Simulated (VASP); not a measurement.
# NaI (Fm-3m) in VASP: a series of runs, part 2 of 2

VASP 6.6.1. Earlier steps stand in the parts before.

### 3 Relaxation of cell and atoms, LDA

This run uses another cell than the first one, of 33.90 Å³/atom.

File INCAR:

```
SYSTEM = NaI
PREC = Accurate
ENCUT = 600
EDIFF = 1E-7
ISMEAR = 0
SIGMA = 0.02
LREAL = .False.
LASPH = .True.
NELM = 80
ALGO = Normal
ISIF = 3
LWAVE = .False.
LCHARG = .False.
IBRION = 2
NSW = 100
EDIFFG = -0.005
```

File KPOINTS:

```
regular mesh
0
Gamma
  6 6 6
  0 0 0
```

File POSCAR:

```
NaI
1.0
    0.0000000000      3.2364000000      3.2364000000
    3.2364000000      0.0000000000      3.2364000000
    3.2364000000      3.2364000000      0.0000000000
Na I
1 1
Direct
    0.0000000000      0.0000000000      0.0000000000
    0.5000000000      0.5000000000      0.5000000000
```

Potentials or basis: VASP PAW LDA potentials, release 64 (Na_pv, I).

Launch:

```console
> cat potpaw_LDA.64/Na_pv/POTCAR potpaw_LDA.64/I/POTCAR > POTCAR
> mpirun -np 1 vasp_std > vasp.out
```

OUTCAR:

```text
SYSTEM = NaI
   PREC = Accurate
   ENCUT = 600
   EDIFF = 1E-7
   ISMEAR = 0
   LREAL = .False.
   LASPH = .True.
   NELM = 80
   ISIF = 3
   IBRION = 2
   NSW = 100
   EDIFFG = -0.005

 ion  position               nearest neighbor table
   1  0.000  0.000  0.000-
   2  0.500  0.500  0.500-

  LATTYP: Found a face centered cubic cell.
 ALAT       =     6.4728000000

  Lattice vectors:

 A1 = (   0.0000000000,   3.2364000000,   3.2364000000)
 A2 = (   3.2364000000,   0.0000000000,   3.2364000000)
 A3 = (   3.2364000000,   3.2364000000,   0.0000000000)

Analysis of symmetry for initial positions (statically):
=====================================================================
 Subroutine PRICEL returns:
 Original cell was already a primitive cell.

 Routine SETGRP: Setting up the symmetry group for a
 face centered cubic supercell.

 Subroutine GETGRP returns: Found 48 space group operations
 (whereof 48 operations were pure point group operations)
 out of a pool of 48 trial point group operations.

The static configuration has the point symmetry O_h .

Analysis of symmetry for dynamics (positions and initial velocities):
=====================================================================
 Subroutine PRICEL returns:
 Original cell was already a primitive cell.

 Routine SETGRP: Setting up the symmetry group for a
 face centered cubic supercell.

 Subroutine GETGRP returns: Found 48 space group operations
 (whereof 48 operations were pure point group operations)
 out of a pool of 48 trial point group operations.

The dynamic configuration has the point symmetry O_h .

 Subroutine INISYM returns: Found 48 space group operations
 (whereof 48 operations are pure point group operations),
 and found     1 'primitive' translations

[... 92 lines left out ...]
   ISYM   =      2    0-nonsym 1-usesym 2-fastsym
   POTIM  = 0.5000    time-step for ionic-motion
   TEBEG  =    0.0;   TEEND  =   0.0 temperature during run
   PSTRESS=    0.0 pullay stress
   NELECT =      14.0000    total number of electrons
   NUPDOWN=      -1.0000    fix difference up-down
   EMIN   =  10.00;   EMAX   =-10.00  energy-range for DOS
   EFERMI =   0.00;   METHOD = LEGACY
   ISMEAR =     0;   SIGMA  =   0.02  broadening in eV -4-tet -1-fermi 0-gaus
   EFERMI_NEDOS =   21; number of points for ismear=-14 and -15
   IALGO  =     38    algorithm
   IMIX   =      4    mixing-type and parameters
     AMIX     =   0.40;   BMIX     =  1.00
     AMIX_MAG =   1.60;   BMIX_MAG =  1.00
  volume/ion in A,a.u.               =      33.90       228.76
  Fermi-wavevector in a.u.,A,eV,Ry     =   0.967636  1.828567 12.739397  0.936319
  Thomas-Fermi vector in A             =   2.097538
   LORBIT       =      0    0 simple, 1 ext, 2 COOP (PROOUT), +10 PAW based schemes
   GGA     = CA    functional components
   LHFCALC =     F    Hartree Fock is set to
   AEXX    =    0.0000 exact exchange contribution
   IVDW    =     0    specifies the selected vdW correction
   LEPSILON=     F    determine dielectric tensor
   LRPA    =     F    only Hartree local field effects (RPA)
 conjugate gradient relaxation of ions
 non-spin polarized calculation
 Gauss-broadening in eV      SIGMA  =   0.02
  energy-cutoff  :      600.00
  volume of cell :       67.80
 maximum number of plane-waves:      2285
 NGX is ok and might be reduce to    40
   NGX = 19   NGY = 19   NGZ = 19

--------------------------------------- Ionic step        1  -------------------------------------------

 number of electron      14.0000003 magnetization

 Free energy of the ion-electron system (eV)
  ---------------------------------------------------
  ext. energy  EPLUGINS =         0.00000000
  ---------------------------------------------------
  free energy    TOTEN  =        -5.98170614 eV

  energy without entropy =       -5.98170614  energy(sigma->0) =       -5.98170614

------------------------ aborting loop because EDIFF is reached ----------------------------------------

  FORCE on cell =-STRESS in cart. coord.  units (eV):
  Direction    XX          YY          ZZ          XY          YZ          ZX
  --------------------------------------------------------------------------------------
  -------------------------------------------------------------------------------------
  Total       -0.6882908     -0.6882908     -0.6882908      0.0000000      0.0000000      0.0000000
  in kB      -16.2654469    -16.2654469    -16.2654469      0.0000000      0.0000000      0.0000000
  external PRESSURE =     -16.2654469 kB  Pullay stress =       0.0000000 kB
[... 95 lines left out ...]
--------------------------------------- Ionic step        4  -------------------------------------------

 number of electron      13.9999997 magnetization

 Free energy of the ion-electron system (eV)
  ---------------------------------------------------
  ext. energy  EPLUGINS =         0.00000000
  ---------------------------------------------------
  free energy    TOTEN  =        -6.01729881 eV

  energy without entropy =       -6.01729881  energy(sigma->0) =       -6.01729881

 E-fermi :   1.5121     XC(G=0):  -8.5027

 val. band max:        1.3622338916   @ k =   0.0000   0.0000   0.0000
 cond. band min:       4.9930643168   @ k =   0.0000   0.0000   0.0000
 fundamental gap:      3.6308304251
 Fermi energy:         1.5121335422

 k-point     1 :       0.0000    0.0000    0.0000
  band No.  band energies     occupation
      1     -20.9461      2.00000
      2     -20.9461      2.00000
      3     -20.9461      2.00000
      4     -10.0023      2.00000
      5       1.3622      2.00000
      6       1.3622      2.00000
      7       1.3622      2.00000
      8       4.9931      0.00000
      9       9.1534      0.00000
     10       9.1534      0.00000
     11       9.1534      0.00000
[... 237 lines left out ...]
  FREE ENERGIE OF THE ION-ELECTRON SYSTEM (eV)
  ---------------------------------------------------
  free  energy   TOTEN  =        -6.0172988138 eV

  energy  without entropy=       -6.0172988138  energy(sigma->0) =       -6.01729881

 reached required accuracy - stopping structural energy minimisation
```

CONTCAR:

```text
NaI
   1.00000000000000
     0.0000000000000000    3.1309969697583369    3.1309969697583369
     3.1309969697583364    0.0000000000000000    3.1309969697583369
     3.1309969697583364    3.1309969697583369   -0.0000000000000000
  Na              I
     1     1
Direct
     1.0000000000000000    0.0000000000000000    0.0000000000000000
     0.5000000000000000    0.5000000000000000    0.5000000000000000

  0.00000000E+00  0.00000000E+00  0.00000000E+00
  0.00000000E+00  0.00000000E+00  0.00000000E+00
```

It took 68 s on 1 thread of Intel Xeon 8259CL, shared host; peak memory 0.2 GiB.

Results:

```
Free energy                           : -6.0173 eV
Relaxed volume                        : 30.69 Å³/atom
Relaxed cell                          : a = 4.428 Å, b = 4.428 Å, c = 4.428 Å, α = 60.00°, β = 60.00°, γ = 60.00°
Space group after relaxing (to 0.1 Å) : Fm-3m (No. 225)
Energy gained by relaxing             : 17.8 meV/atom
Ionic steps                           : 4
Pressure after relaxing               : 0.0 GPa
Band gap on the k mesh                : 3.63 eV
```

The path:
| step | energy change (eV) | largest force (eV/Å) | pressure (GPa) | volume (Å³) |
| --- | --- | --- | --- | --- |
| 1 | 0.0000 | 0.0000 | -1.63 | 67.80 |
| 2 | -0.0266 | 0.0000 | -0.90 | 64.48 |
| 3 | -0.0356 | 0.0000 | -0.07 | 61.61 |
| 4 | -0.0356 | 0.0000 | 0.01 | 61.39 |

Final structure:
```
CELL_PARAMETERS angstrom
0.00000 3.13100 3.13100
3.13100 0.00000 3.13100
3.13100 3.13100 0.00000
ATOMIC_POSITIONS crystal
Na 0.00000 0.00000 0.00000
I 0.50000 0.50000 0.50000
```

Levels at points of the mesh, in eV from the valence-band top:
```csv
k point,band 3,band 4,band 5,band 6,band 7,band 8,band 9,band 10,band 11
"(0.00, 0.00, 0.00)",-22.31,-11.36,0.00,0.00,0.00,3.63,7.79,7.79,7.79
"(0.50, 0.00, 0.00)",-22.31,-10.94,-2.63,-0.36,-0.36,4.89,7.36,7.36,9.20
"(0.50, 0.50, 0.00)",-22.31,-10.84,-2.30,-0.91,-0.91,4.33,5.18,10.28,11.63
```

Caveat: spin-orbit coupling is left out, which moves the levels of the heavy elements.
